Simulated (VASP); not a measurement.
# Zr2HS4 in VASP: notebook

Zr2HS4 is run at these levels: PBE+D3(BJ); tasks: single point.

Everything below comes from runs of VASP 6.6.1. Logs are shortened: lines on timing, memory, paths and dates and some standing lists are left out, and cuts for length are marked.

### Step 1. The cell of the first run

The cell holds a slab with vacuum, 14 atoms: a = 7.298 Å, b = 7.298 Å, c = 20.917 Å, α = 90.00°, β = 90.00°, γ = 120.00°.

### Step 2. Single point, PBE+D3(BJ)

Contents of INCAR:

```
PREC = Accurate
ENCUT = 400
EDIFF = 1E-6
ISMEAR = 0
SIGMA = 0.05
LREAL = False
LASPH = True
NELM = 120
ALGO = Normal
ISIF = 2
LWAVE = False
LCHARG = True
LDIPOL = True
IDIPOL = 3
DIPOL = 0.5 0.5 0.283
GGA = PE
IVDW = 12
LELF = True
LVHAR = True
LVACPOTAV = True
NBANDS = 62
GGA_COMPAT = False
NELMDL = -8
```

Contents of KPOINTS:

```
Automatic mesh
0
Gamma
  6 6 1
```

Contents of POSCAR:

```
Zr2HS4
1.0
    7.2976778227      0.0000000000      0.0000000000
   -3.6488389114      6.3199743831      0.0000000000
    0.0000000000      0.0000000000     20.9171506047
S Zr H
8 4 2
Direct
    0.3333333333      0.1666666667      0.1912306354
    0.3333333333      0.6666666667      0.1912306354
    0.8333333333      0.1666666667      0.1912306354
    0.8333333333      0.6666666667      0.1912306354
    0.1666666667      0.3333333333      0.3306927762
    0.1666666667      0.8333333333      0.3306927762
    0.6666666667      0.3333333333      0.3306927762
    0.6666666667      0.8333333333      0.3306927762
    0.0000000000      0.0000000000      0.2609617058
    0.0000000000      0.5000000000      0.2609617058
    0.5000000000      0.0000000000      0.2609617058
    0.5000000000      0.5000000000      0.2609617058
    0.2285069591      0.7714930409      0.4134000260
    0.4381597076      0.5618402924      0.4134000260
```

Potentials or basis: VASP PAW PBE potentials, release 64 (S, Zr_sv, H).

Run with:

```sh
$ cat potpaw_PBE.64/S/POTCAR potpaw_PBE.64/Zr_sv/POTCAR potpaw_PBE.64/H/POTCAR > POTCAR
$ mpirun -np 1 vasp_std > vasp.out
```

OUTCAR:

```text
PREC = Accurate
   ENCUT = 400
   EDIFF = 1E-6
   ISMEAR = 0
   LREAL = False
   LASPH = True
   NELM = 120
   ISIF = 2
   GGA = PE
   IVDW = 12
   NELMDL = -8
 IVDW          = 12

 ion  position               nearest neighbor table
   1  0.333  0.167  0.191-   9 2.56  12 2.56  11 2.56
   2  0.333  0.667  0.191-  10 2.56  11 2.56  12 2.56
   3  0.833  0.167  0.191-  11 2.56  10 2.56   9 2.56
   4  0.833  0.667  0.191-  12 2.56   9 2.56  10 2.56
   5  0.167  0.333  0.331-  12 2.56   9 2.56  10 2.56
   6  0.167  0.833  0.331-  11 2.56  10 2.56   9 2.56
   7  0.667  0.333  0.331-  10 2.56  11 2.56  12 2.56
   8  0.667  0.833  0.331-   9 2.56  12 2.56  11 2.56
   9  0.000  0.000  0.261-   1 2.56   8 2.56   5 2.56   4 2.56   6 2.56   3 2.56  12 3.65  12 3.65
                            11 3.65  11 3.65  10 3.65  10 3.65
  10  0.000  0.500  0.261-   2 2.56   7 2.56   6 2.56   3 2.56   4 2.56   5 2.56  11 3.65  11 3.65
                            12 3.65  12 3.65   9 3.65   9 3.65
  11  0.500  0.000  0.261-   3 2.56   6 2.56   2 2.56   7 2.56   1 2.56   8 2.56  10 3.65  10 3.65
                             9 3.65   9 3.65  12 3.65  12 3.65
  12  0.500  0.500  0.261-   4 2.56   5 2.56   1 2.56   8 2.56   7 2.56   2 2.56   9 3.65   9 3.65
                            10 3.65  10 3.65  11 3.65  11 3.65
  13  0.229  0.771  0.413-
  14  0.438  0.562  0.413-

  LATTYP: Found a hexagonal cell.
 ALAT       =     7.2976778227
 C/A-ratio  =     2.8662748771

  Lattice vectors:

 A1 = (   7.2976778227,   0.0000000000,   0.0000000000)
 A2 = (  -3.6488389114,   6.3199743831,   0.0000000000)
 A3 = (   0.0000000000,   0.0000000000,  20.9171506047)

Analysis of symmetry for initial positions (statically):
=====================================================================
 Subroutine PRICEL returns:
 Original cell was already a primitive cell.

 Routine SETGRP: Setting up the symmetry group for a
 hexagonal supercell.

 Subroutine GETGRP returns: Found  2 space group operations
 (whereof  2 operations were pure point group operations)
 out of a pool of 24 trial point group operations.

The static configuration has the point symmetry C_1h.

Analysis of symmetry for dynamics (positions and initial velocities):
=====================================================================
 Subroutine PRICEL returns:
 Original cell was already a primitive cell.

 Routine SETGRP: Setting up the symmetry group for a
 hexagonal supercell.

 Subroutine GETGRP returns: Found  2 space group operations
 (whereof  2 operations were pure point group operations)
 out of a pool of 24 trial point group operations.

The dynamic configuration has the point symmetry C_1h.

 Subroutine INISYM returns: Found  2 space group operations
 (whereof  2 operations are pure point group operations),
 and found     1 'primitive' translations

----------------------------------------------------------------------------------------

                                     Primitive cell

  volume of cell :     964.7228

  direct lattice vectors                    reciprocal lattice vectors
     7.297677823  0.000000000  0.000000000     0.137029891  0.079114245  0.000000000
    -3.648838911  6.319974383  0.000000000     0.000000000  0.158228489  0.000000000
     0.000000000  0.000000000 20.917150605     0.000000000  0.000000000  0.047807659

  length of vectors
     7.297677823  7.297677823 20.917150605     0.158228489  0.158228489  0.047807659

  position of ions in fractional coordinates (direct lattice)
     0.333333333  0.166666667  0.191230635
     0.333333333  0.666666667  0.191230635
     0.833333333  0.166666667  0.191230635
     0.833333333  0.666666667  0.191230635
     0.166666667  0.333333333  0.330692776
     0.166666667  0.833333333  0.330692776
     0.666666667  0.333333333  0.330692776
     0.666666667  0.833333333  0.330692776
     0.000000000  0.000000000  0.260961706
     0.000000000  0.500000000  0.260961706
     0.500000000  0.000000000  0.260961706
     0.500000000  0.500000000  0.260961706
     0.228506959  0.771493041  0.413400026
     0.438159708  0.561840292  0.413400026

  ion indices of the primitive-cell ions
   primitive index   ion index
                 1           1
                 2           2
                 3           3
                 4           4
                 5           5
                 6           6
                 7           7
                 8           8
                 9           9
                10          10
                11          11
                12          12
                13          13
                14          14

----------------------------------------------------------------------------------------

 KPOINTS: Automatic mesh

Automatic generation of k-mesh.
 Grid dimensions read from file:
 generate k-points for:    6    6    1

 Generating k-lattice:

  Cartesian coordinates                     Fractional coordinates (reciprocal lattice)
     0.022838315  0.013185707  0.000000000     0.166666667  0.000000000  0.000000000
     0.000000000  0.026371415  0.000000000     0.000000000  0.166666667  0.000000000
     0.000000000  0.000000000  0.047807659     0.000000000  0.000000000  1.000000000

  Length of vectors
     0.026371415  0.026371415  0.047807659

  Shift w.r.t. Gamma in fractional coordinates (k-lattice)
     0.000000000  0.000000000  0.000000000

 Subroutine IBZKPT returns following result:
 ===========================================

 Found     13 irreducible k-points:

 Following reciprocal coordinates:
            Coordinates               Weight
  0.000000  0.000000  0.000000      1.000000
  0.166667  0.000000  0.000000      4.000000
 -0.166667  0.166667  0.000000      2.000000
  0.333333  0.000000  0.000000      4.000000
 -0.333333  0.333333  0.000000      2.000000
  0.500000  0.000000  0.000000      2.000000
  0.500000  0.500000  0.000000      1.000000
  0.166667  0.166667  0.000000      2.000000
 -0.166667  0.333333  0.000000      4.000000
  0.333333  0.166667  0.000000      4.000000
 -0.166667  0.500000  0.000000      4.000000
  0.500000  0.333333  0.000000      4.000000
  0.333333  0.333333  0.000000      2.000000
   k-points           NKPTS =     13   k-points in BZ     NKDIM =     13   number of bands    NBANDS=     62
   number of dos      NEDOS =    301   number of ions     NIONS =     14
   total plane-waves  NPLWV = 322560
   dimension x,y,z NGX =    48 NGY =   48 NGZ =  140
   dimension x,y,z NGXF=    96 NGYF=   96 NGZF=  280
   ions per type =               8   4   2
   NGX,Y,Z   is equivalent  to a cutoff of  10.93, 10.93, 11.13 a.u.
   NGXF,Y,Z  is equivalent  to a cutoff of  21.87, 21.87, 22.25 a.u.
 SYSTEM =  unknown system
   PREC   = accura    normal or accurate (medium, high low for compatibility)
   ISTART =      0    job   : 0-new  1-cont  2-samecut
   ICHARG =      2    charge: 1-file 2-atom 10-const
   ISPIN  =      1    spin polarized calculation?
   LNONCOLLINEAR =      F non collinear calculations
   LSORBIT =      F    spin-orbit coupling
   LASPH  =      T    aspherical Exc in radial PAW
   ENCUT  =  400.0 eV  29.40 Ry    5.42 a.u.  11.90 11.90 34.11*2*pi/ulx,y,z
   NELM   =    120;   NELMIN=  2; NELMDL= -8     # of ELM steps
   EDIFF  = 0.1E-05   stopping-criterion for ELM
   LREAL  =      F    real-space projection
   EDIFFG = 0.1E-04   stopping-criterion for IOM
   NSW    =      0    number of steps for IOM
   IBRION =     -1    ionic relax: 0-MD 1-quasi-New 2-CG
   NFREE  =      0    steps in history (QN), initial steepest desc. (CG)
   ISIF   =      2    stress and relaxation
   ISYM   =      2    0-nonsym 1-usesym 2-fastsym
   POTIM  = 0.5000    time-step for ionic-motion
   TEBEG  =    0.0;   TEEND  =   0.0 temperature during run
   PSTRESS=    0.0 pullay stress
   NELECT =      98.0000    total number of electrons
   NUPDOWN=      -1.0000    fix difference up-down
   EMIN   =  10.00;   EMAX   =-10.00  energy-range for DOS
   EFERMI =   0.00;   METHOD = LEGACY
   ISMEAR =     0;   SIGMA  =   0.05  broadening in eV -4-tet -1-fermi 0-gaus
   EFERMI_NEDOS =   21; number of points for ismear=-14 and -15
   IALGO  =     38    algorithm
   IMIX   =      4    mixing-type and parameters
     AMIX     =   0.40;   BMIX     =  1.00
     AMIX_MAG =   1.60;   BMIX_MAG =  1.00
  volume/ion in A,a.u.               =      68.91       465.02
  Fermi-wavevector in a.u.,A,eV,Ry     =   0.763864  1.443494  7.938838  0.583488
  Thomas-Fermi vector in A             =   1.863639
   LORBIT       =      0    0 simple, 1 ext, 2 COOP (PROOUT), +10 PAW based schemes
   GGA     = PE    functional components
   LHFCALC =     F    Hartree Fock is set to
   AEXX    =    0.0000 exact exchange contribution
   IVDW    =    12    specifies the selected vdW correction
   LEPSILON=     F    determine dielectric tensor
   LRPA    =     F    only Hartree local field effects (RPA)
 non-spin polarized calculation
 Gauss-broadening in eV      SIGMA  =   0.05
  energy-cutoff  :      400.00
  volume of cell :      964.72
 maximum number of plane-waves:     17598
   NGX = 23   NGY = 23   NGZ = 69

 dipolmoment           0.000000      0.000000      0.015148 electrons x Angstroem

 number of electron      98.0000014 magnetization

 dipolmoment           0.000000      0.000000     -0.006760 electrons x Angstroem

 Free energy of the ion-electron system (eV)
  ---------------------------------------------------
  ext. energy  EPLUGINS =         0.00000000
  ---------------------------------------------------
  free energy    TOTEN  =       -87.92018241 eV

  energy without entropy =      -87.92018240  energy(sigma->0) =      -87.92018240

 E-fermi :  -2.3989     XC(G=0):  -3.3339

 val. band max:       -2.5804052066   @ k =  -0.3333   0.3333   0.0000
 cond. band min:      -2.2272563194   @ k =   0.0000   0.0000   0.0000
 fundamental gap:      0.3531488872
 Fermi energy:        -2.3988615666

 k-point     1 :       0.0000    0.0000    0.0000
  band No.  band energies     occupation
      1     -52.1032      2.00000
      2     -52.0630      2.00000
      3     -52.0066      2.00000
      4     -51.9977      2.00000
      5     -30.2779      2.00000
      6     -30.2615      2.00000
[... 53 lines left out ...]
     60       0.5104      0.00000
     61       0.5296      0.00000

 k-point     2 :       0.1667    0.0000    0.0000
  band No.  band energies     occupation
      1     -52.1029      2.00000
      2     -52.0631      2.00000
      3     -52.0061      2.00000
      4     -51.9984      2.00000
      5     -30.2638      2.00000
      6     -30.2509      2.00000
[... 53 lines left out ...]
     60       0.4288      0.00000
     61       0.4399      0.00000

 k-point     3 :      -0.1667    0.1667    0.0000
  band No.  band energies     occupation
      1     -52.1030      2.00000
      2     -52.0628      2.00000
      3     -52.0070      2.00000
      4     -51.9977      2.00000
      5     -30.2696      2.00000
      6     -30.2452      2.00000
[... 629 lines left out ...]
     60       0.1649      0.00000
     61       0.3671      0.00000

 k-point    13 :       0.3333    0.3333    0.0000
  band No.  band energies     occupation
      1     -52.1021      2.00000
      2     -52.0630      2.00000
      3     -52.0054      2.00000
      4     -52.0000      2.00000
      5     -30.1978      2.00000
      6     -30.1801      2.00000
[... 53 lines left out ...]
     60       0.2936      0.00000
     61       0.3443      0.00000
 [bands above 61 left out]

------------------------ aborting loop because EDIFF is reached ----------------------------------------

 Edisp (eV)   -3.12458

 E8    (eV) :    -1.3894

  FORCE on cell =-STRESS in cart. coord.  units (eV):
  Direction    XX          YY          ZZ          XY          YZ          ZX
  --------------------------------------------------------------------------------------
  -------------------------------------------------------------------------------------
  Total      -2.46206    -1.12743    -3.15380     1.15583     0.82590    -1.43050
  in kB      -4.08890    -1.87239    -5.23772     1.91956     1.37163    -2.37573
  external pressure =       -3.73 kB  Pullay stress =        0.00 kB

 VOLUME and BASIS-vectors are now :
 -----------------------------------------------------------------------------
  energy-cutoff  :      400.00
  volume of cell :      964.72
      direct lattice vectors                 reciprocal lattice vectors
     7.297677823  0.000000000  0.000000000     0.137029891  0.079114245  0.000000000
    -3.648838911  6.319974383  0.000000000     0.000000000  0.158228489  0.000000000
     0.000000000  0.000000000 20.917150605     0.000000000  0.000000000  0.047807659

 POSITION                                       TOTAL-FORCE (eV/Angst)
 -----------------------------------------------------------------------------------
      1.82442      1.05333      4.00000        -0.059976      0.090907      0.046765
     -0.00000      4.21332      4.00000        -0.070463      0.040682      0.125137
      5.47326      1.05333      4.00000         0.039761     -0.022956     -0.172901
      3.64884      4.21332      4.00000        -0.108715      0.006487      0.046765
      0.00000      2.10666      6.91715        -0.074334      0.086380      0.233521
     -1.82442      5.26665      6.91715         0.833804     -0.481397      2.131644
      3.64884      2.10666      6.91715         0.015033     -0.008679      0.126525
      1.82442      5.26665      6.91715        -0.111974      0.021186      0.233521
      0.00000      0.00000      5.45858        -0.538282      0.310777     -0.152293
     -1.82442      3.15999      5.45858         0.294339     -0.417726     -0.128532
      3.64884      0.00000      5.45858         0.508931     -0.046042     -0.128532
      1.82442      3.15999      5.45858         0.114806     -0.066283     -0.233992
     -1.14748      4.87582      8.64715        -0.180569      0.104252     -1.669459
      1.14748      3.55082      8.64715        -0.662360      0.382414     -0.458169
 -----------------------------------------------------------------------------------
    total drift:                               -0.000006      0.000004      0.000512

  FREE ENERGIE OF THE ION-ELECTRON SYSTEM (eV)
  ---------------------------------------------------
  free  energy   TOTEN  =       -91.0447650433 eV

  energy  without entropy=      -91.0447650303  energy(sigma->0) =      -91.04476504

 vacuum level on the upper side and lower side of the slab         3.136         3.163
```

It took 35 min on 1 thread of Intel Xeon 8259CL, shared host; peak memory 0.9 GiB.

Results:

| Item | Value |
| --- | --- |
| Free energy | -91.0448 eV |
| Largest force | 2.339 eV/Å |
| Band gap on the k mesh | 0.35 eV (least direct gap 0.39 eV) |
| Dispersion energy per atom | -0.223 eV |

Forces in eV/Å, atoms in the order of the input:
```
S   -0.060  0.091  0.047
S   -0.070  0.041  0.125
S    0.040 -0.023 -0.173
S   -0.109  0.006  0.047
S   -0.074  0.086  0.234
S    0.834 -0.481  2.132
S    0.015 -0.009  0.127
S   -0.112  0.021  0.234
Zr  -0.538  0.311 -0.152
Zr   0.294 -0.418 -0.129
Zr   0.509 -0.046 -0.129
Zr   0.115 -0.066 -0.234
H   -0.181  0.104 -1.669
H   -0.662  0.382 -0.458
```

Levels at points of the mesh, in eV from the valence-band top:
```
           k point  band 47  band 48  band 49  band 50  band 51  band 52
(0.00, 0.00, 0.00)    -0.77    -0.77    -0.10     0.35     0.40     0.64
(0.50, 0.00, 0.00)    -1.53    -1.24    -0.10     0.73     0.81     1.03
(0.50, 0.50, 0.00)    -1.42    -1.37    -0.05     0.56     0.79     1.01
```

Caveat: semilocal functionals underestimate gaps, and a narrow one can read as zero.

[end of part 1 of 2]
